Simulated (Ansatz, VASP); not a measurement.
# One calculation of TiAl, two programs

File POSCAR:

```
TiAl
1.0
    3.1790640000      0.0000000000      0.0000000000
    0.0000000000      3.1790640000      0.0000000000
    0.0000000000      0.0000000000      3.1790640000
Ti Al
1 1
Direct
    0.0000000000      0.0000000000      0.0000000000
    0.5000000000      0.5000000000      0.5000000000
```

File INCAR.step1:

```
SYSTEM = TiAl
PREC = Accurate
ENCUT = 600
EDIFF = 1E-5
ISMEAR = -1
SIGMA = 0.05
LREAL = .FALSE.
LASPH = .TRUE.
NELM = 60
ALGO = Normal
LWAVE = .TRUE.
LCHARG = .FALSE.
GGA = PE
NBANDS = 14
```

Contents of INCAR.step2:

```
SYSTEM = TiAl
PREC = Accurate
ENCUT = 600
EDIFF = 1E-7
ISMEAR = -1
SIGMA = 0.05
LREAL = .FALSE.
LASPH = .TRUE.
NELM = 60
ALGO = Normal
ISIF = 3
LWAVE = .FALSE.
LCHARG = .FALSE.
GGA = PS
LHFCALC = .TRUE.
AEXX = 0.25
HFSCREEN = 0.207
PRECFOCK = Normal
IBRION = 2
NSW = 60
EDIFFG = -0.01
ISTART = 1
```

KPOINTS

```
regular mesh
0
G
  4 4 4
  0 0 0
```

input

```
crystal:
  lattice:
    - [3.179064, 0.0, 0.0]
    - [0.0, 3.179064, 0.0]
    - [0.0, 0.0, 3.179064]
  atoms:
    - { symbol: Ti, position: [0.0, 0.0, 0.0] }
    - { symbol: Al, position: [0.5, 0.5, 0.5] }
hamiltonian:
  xc:
    exchange: hjs_pbesol
    correlation: pbesol
    exx: { coeff: 0.25, omega: 0.207 }
  pseudopotentials: { kind: paw }
kpoints:
  mp_grid: { grid: [4, 4, 4] }
scf:
  occupations: { method: fermi_dirac, width: 0.05 }
output:
  forces: true
  stress: true
  eigenvalues: true
  write_density: true
  write_potential: true
  elf: true
  volumetric_format: npy
relax:
  f_tol: 0.01
  max_steps: 40
  cell: { stress_tol: 0.05 }
```

Alike in both runs: task relaxation of cell and atoms; functional PBEsol-based screened hybrid with a share of 0.25 of exact exchange and HFSCREEN = 0.207; k mesh 4 × 4 × 4; occupations fermi-dirac, width 0.05 eV; no spin polarisation.

|  | VASP | Ansatz |
| --- | --- | --- |
| version | VASP 6.6.1 | Ansatz 0.2.0 |
| potentials or method | VASP PAW PBE potentials, release 64 (Ti_sv, Al) | Ansatz PAW |
| plane-wave cutoff (eV) | 600 | 420 |
| valence electrons in the cell | 15 | 15 |

Ansatz gave:

* gap on the k mesh at the Fermi level, each at its own relaxed structure (eV): none
* relaxed volume (Å³/atom): 15.61
* relaxed length of the cell vector where the two differ most in proportion (Å): 3.149

Problem. Estimate VASP's values.

Solution. gap on the k mesh at the Fermi level, each at its own relaxed structure (eV): none; relaxed volume (Å³/atom): 15.60; relaxed length of the cell vector where the two differ most in proportion (Å): 3.148.

VASP's potentials were made for PBE, not for PBEsol-based screened hybrid. A gap of «none» marks a metal or a gap that the smearing closes.

The k mesh is coarse, so the values compare programs but aren't converged. Noted on Ansatz's run: the plane-wave basis is chosen anew once the cell has moved, so the energies of steps on either side of that aren't comparable.
